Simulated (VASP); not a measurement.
# RbBr (Fm-3m) in VASP: notebook, part 2 of 2

VASP 6.6.1. The steps go on from the part before.

### Step 3. Relaxation of cell and atoms, LDA

The input, INCAR:

```
ALGO = Normal
EDIFF = 1E-7
EDIFFG = -0.005
ENCUT = 600
IBRION = 2
ISIF = 3
ISMEAR = -1
LASPH = True
LCHARG = False
LREAL = False
LWAVE = False
NELM = 100
NSW = 80
PREC = Accurate
SIGMA = 0.02
```

The input, KPOINTS:

```
k-points
0
Gamma
  6 6 6
```

The input, POSCAR:

```
RbBr
1.0
    0.0000000000      3.5086792153      3.5086792153
    3.5086792153      0.0000000000      3.5086792153
    3.5086792153      3.5086792153      0.0000000000
Rb Br
1 1
Direct
    0.0000000000      0.0000000000      0.0000000000
    0.5000000000      0.5000000000      0.5000000000
```

Potentials or basis: VASP PAW LDA potentials, release 64 (Rb_sv, Br).

Command:

```bash
cat potpaw_LDA.64/Rb_sv/POTCAR potpaw_LDA.64/Br/POTCAR > POTCAR
mpirun -np 1 vasp_std > vasp.out
```

OUTCAR:

```text
EDIFF = 1E-7
   EDIFFG = -0.005
   ENCUT = 600
   IBRION = 2
   ISIF = 3
   ISMEAR = -1
   LASPH = True
   LREAL = False
   NELM = 100
   NSW = 80
   PREC = Accurate

 ion  position               nearest neighbor table
   1  0.000  0.000  0.000-   2 3.51   2 3.51   2 3.51   2 3.51   2 3.51   2 3.51
   2  0.500  0.500  0.500-   1 3.51   1 3.51   1 3.51   1 3.51   1 3.51   1 3.51

  LATTYP: Found a face centered cubic cell.
 ALAT       =     7.0173584306

  Lattice vectors:

 A1 = (   0.0000000000,   3.5086792153,   3.5086792153)
 A2 = (   3.5086792153,   0.0000000000,   3.5086792153)
 A3 = (   3.5086792153,   3.5086792153,   0.0000000000)

Analysis of symmetry for initial positions (statically):
=====================================================================
 Subroutine PRICEL returns:
 Original cell was already a primitive cell.

 Routine SETGRP: Setting up the symmetry group for a
 face centered cubic supercell.

 Subroutine GETGRP returns: Found 48 space group operations
 (whereof 48 operations were pure point group operations)
 out of a pool of 48 trial point group operations.

The static configuration has the point symmetry O_h .

Analysis of symmetry for dynamics (positions and initial velocities):
[... 145 lines left out ...]
  ---------------------------------------------------
  ext. energy  EPLUGINS =         0.00000000
  ---------------------------------------------------
  free energy    TOTEN  =        -6.63709845 eV

  energy without entropy =       -6.63709845  energy(sigma->0) =       -6.63709845

------------------------ aborting loop because EDIFF is reached ----------------------------------------

  FORCE on cell =-STRESS in cart. coord.  units (eV):
  Direction    XX          YY          ZZ          XY          YZ          ZX
  --------------------------------------------------------------------------------------
  -------------------------------------------------------------------------------------
  Total       -1.0096335     -1.0096335     -1.0096335     -0.0000000     -0.0000000     -0.0000000
  in kB      -18.7246343    -18.7246343    -18.7246343     -0.0000000     -0.0000000     -0.0000000
  external PRESSURE =     -18.7246343 kB  Pullay stress =       0.0000000 kB
[... 95 lines left out ...]
--------------------------------------- Ionic step        4  -------------------------------------------

 number of electron      15.9999999 magnetization

 Free energy of the ion-electron system (eV)
  ---------------------------------------------------
  ext. energy  EPLUGINS =         0.00000000
  ---------------------------------------------------
  free energy    TOTEN  =        -6.71923645 eV

  energy without entropy =       -6.71923645  energy(sigma->0) =       -6.71923645

 E-fermi :  -1.2037     XC(G=0):  -8.0607

 val. band max:       -1.6204724590   @ k =   0.0000   0.0000   0.0000
 cond. band min:       2.5422078658   @ k =   0.0000   0.0000   0.0000
 fundamental gap:      4.1626803248
 Fermi energy:        -1.2036755238

 k-point     1 :       0.0000    0.0000    0.0000
  band No.  band energies     occupation
      1     -25.7400      2.00000
      2     -13.9193      2.00000
      3      -9.8909      2.00000
      4      -9.8909      2.00000
      5      -9.8909      2.00000
      6      -1.6205      2.00000
      7      -1.6205      2.00000
      8      -1.6205      2.00000
      9       2.5422      0.00000
     10       5.4113      0.00000
     11       5.4113      0.00000
     12       5.4113      0.00000
[... 252 lines left out ...]
  FREE ENERGIE OF THE ION-ELECTRON SYSTEM (eV)
  ---------------------------------------------------
  free  energy   TOTEN  =        -6.7192364536 eV

  energy  without entropy=       -6.7192364536  energy(sigma->0) =       -6.71923645

 reached required accuracy - stopping structural energy minimisation
```

CONTCAR:

```text
RbBr
   1.00000000000000
    -0.0000000000000000    3.3360627537851828    3.3360627537851828
     3.3360627537851828   -0.0000000000000000    3.3360627537851828
     3.3360627537851828    3.3360627537851828    0.0000000000000000
  Rb              Br
     1     1
Direct
     1.0000000000000000    1.0000000000000000    1.0000000000000000
     0.5000000000000000    0.5000000000000000    0.5000000000000000

  0.00000000E+00  0.00000000E+00  0.00000000E+00
  0.00000000E+00  0.00000000E+00  0.00000000E+00
```

Run time: 97 s. Hardware: 1 thread of AMD EPYC 7R13, shared host; peak memory 0.18 GiB.

Results:

```
Free energy                           : -6.7192 eV
Relaxed volume                        : 37.13 Å³/atom
Relaxed cell                          : a = 4.718 Å, b = 4.718 Å, c = 4.718 Å, α = 60.00°, β = 60.00°, γ = 60.00°
Space group after relaxing (to 0.1 Å) : Fm-3m (No. 225)
Energy gained by relaxing             : 41.1 meV/atom
Ionic steps                           : 4
Pressure after relaxing               : 0.0 GPa
Band gap on the k mesh                : 4.16 eV
```

The path:
```tsv
step	energy change (eV)	largest force (eV/Å)	pressure (GPa)	volume (Å³)
1	0.0000	0.0000	-1.87	86.39
2	-0.0593	0.0000	-1.15	80.23
3	-0.0818	0.0000	-0.16	75.01
4	-0.0821	0.0000	0.02	74.26
```

Final structure:
```
Rb Br
1.0
     0.00000    3.33606    3.33606
     3.33606    0.00000    3.33606
     3.33606    3.33606    0.00000
Rb Br
1 1
Cartesian
  6.6721 6.6721 6.6721
  3.3361 3.3361 3.3361
```

Levels at points of the mesh, in eV from the valence-band top:
```tsv
k point	band 5	band 6	band 7	band 8	band 9	band 10	band 11	band 12
(0.00, 0.00, 0.00)	-8.27	0.00	0.00	0.00	4.16	7.03	7.03	7.03
(0.50, 0.00, 0.00)	-8.20	-1.21	-0.46	-0.46	6.67	7.68	9.50	9.50
(0.50, 0.50, 0.00)	-8.38	-0.51	-0.17	-0.17	5.19	7.11	9.21	9.24
```

LDA usually gives volumes a few per cent too small. Zero-point motion and thermal expansion aren't in these numbers.

### Step 4. Single point, PBE, non-collinear spin, zero start, spin-orbit coupling

This run uses another cell than the first one, of 41.45 Å³/atom.

The input, INCAR:

```
PREC = Accurate
ENCUT = 520
EDIFF = 1E-6
ISMEAR = 0
SIGMA = 0.01
LREAL = False
LASPH = True
NELM = 150
ALGO = Normal
ISIF = 2
LWAVE = False
LCHARG = True
LNONCOLLINEAR = True
MAGMOM = 0 0 0 0 0 0
LORBIT = 11
LSORBIT = True
GGA_COMPAT = False
LORBMOM = True
GGA = PE
LVHAR = True
NBANDS = 28
```

The input, KPOINTS:

```
regular mesh
0
Gamma
  6 6 6
```

The input, POSCAR:

```
RbBr
1.0
    0.0000000000      3.4608318259      3.4608318259
    3.4608318259      0.0000000000      3.4608318259
    3.4608318259      3.4608318259      0.0000000000
Rb Br
1 1
Direct
    0.0000000000      0.0000000000      0.0000000000
    0.5000000000      0.5000000000      0.5000000000
```

Potentials or basis: VASP PAW PBE potentials, release 64 (Rb_sv, Br).

Command:

```bash
cat potpaw_PBE.64/Rb_sv/POTCAR potpaw_PBE.64/Br/POTCAR > POTCAR
mpirun -np 1 vasp_ncl > vasp.out
```

It took 2.4 min on 1 thread of AMD EPYC 7R13, shared host; peak memory 0.37 GiB.

It converged, with:

```yaml
Free_energy: -6.1615 eV
Pressure: 0.6 GPa
Net_moment: 0.00 μB per cell
Valence_electrons_inside_the_program's_atomic_spheres: Rb 7.31; Br 4.90
```

Moments on the atoms (μB; x, y, z):
```
Rb  0.00 0.00 0.00
Br  0.00 0.00 0.00
```

### Step 5. Summary

```csv
task,level,potentials or basis,spin,cell,cutoff (eV),smearing,gap on the mesh (eV),pressure (GPa),relaxed volume (Å³/atom)
relaxation of cell and atoms,PBEsol,"VASP PAW PBE potentials, release 64 (Rb_sv, Br)",off,"relaxed from a = 4.962 Å, angles 60.0°, 2 atoms",600,fermi-dirac 0.02 eV,4.22,0.0,40.18
relaxation of cell and atoms,LDA,"VASP PAW LDA potentials, release 64 (Rb_sv, Br)",off,"relaxed from a = 4.962 Å, angles 60.0°, 2 atoms",600,fermi-dirac 0.02 eV,4.16,0.0,37.13
single point,PBE,"VASP PAW PBE potentials, release 64 (Rb_sv, Br)","non-collinear, zero start, SOC","a = 4.894 Å, angles 60.0°, 2 atoms",520,gaussian 0.01 eV,-,0.6,-
```

Alike in all rows: k mesh 6 × 6 × 6.

Caveats: the PAW data sets were made with another functional, which shifts forces and pressure a little (at least some runs).

Total energies depend on the potentials used, so only differences within one code and one set of settings carry meaning.
